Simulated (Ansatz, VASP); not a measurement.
**V: VASP beside Ansatz**

The input INCAR:

```
SYSTEM = V
  PREC = Accurate
  ENCUT = 520
  EDIFF = 1E-7
  ISMEAR = -1
  SIGMA = 0.08
  LREAL = .FALSE.
  LASPH = .TRUE.
  NELM = 80
  ALGO = Normal
  ISIF = 2
  LWAVE = .FALSE.
  LCHARG = .FALSE.
  NBANDS = 20
```

KPOINTS

```
Automatic mesh
0
G
  18 18 10
  0 0 0
```

POSCAR

```
V
1.0
    2.1054997146      0.0000000000      0.0000000000
   -1.0527498573      1.8234162405      0.0000000000
    0.0000000000      0.0000000000      3.8969660628
V
2
Direct
    0.3333333333      0.6666666667      0.2500000000
    0.6666666667      0.3333333333      0.7500000000
```

Input for Ansatz:

```yaml
crystal:
  lattice:
    - [2.1054997146, 0.0, 0.0]
    - [-1.0527498573, 1.8234162405, 0.0]
    - [0.0, 0.0, 3.8969660628]
  atoms:
    - { symbol: V, position: [0.3333333333, 0.6666666667, 0.25] }
    - { symbol: V, position: [0.6666666667, 0.3333333333, 0.75] }
kpoints:
  mp_grid: { grid: [18, 18, 10] }
scf:
  occupations: { method: fermi_dirac, width: 0.08 }
hamiltonian:
  xc: lda
  pseudopotentials: { kind: paw }
output:
  forces: true
  stress: true
  eigenvalues: true
  populations: true
```

Change from the starting cell: volume scaled by 0.58, PAW files.

Alike in both runs: task single point; functional LDA; k mesh 18 × 18 × 10; occupations fermi-dirac, width 0.08 eV; no spin polarisation.

|  | VASP | Ansatz |
| --- | --- | --- |
| version | VASP 6.6.1 | Ansatz 0.2.0 |
| potentials or method | VASP PAW LDA potentials, release 64 (V_sv) | PAW with Ansatz's default frozen-core files, scalar-relativistic |
| plane-wave cutoff (eV) | 520 | 420 |
| valence electrons in the cell | 26 | 26 |

```tsv
	VASP	Ansatz	Ansatz less VASP
pressure (GPa)	290.5	279.2	-11.35
traceless stress, the component that is largest in VASP (GPa)	-4.13	0.04	+4.168
```

LDA's correlation is that of Perdew and Zunger in VASP and of Perdew and Wang (1992) in Ansatz. Both programs put the cell under a high pressure, so it lies far from rest at this level.

Noted on VASP's run: the cell as given lies far from equilibrium.
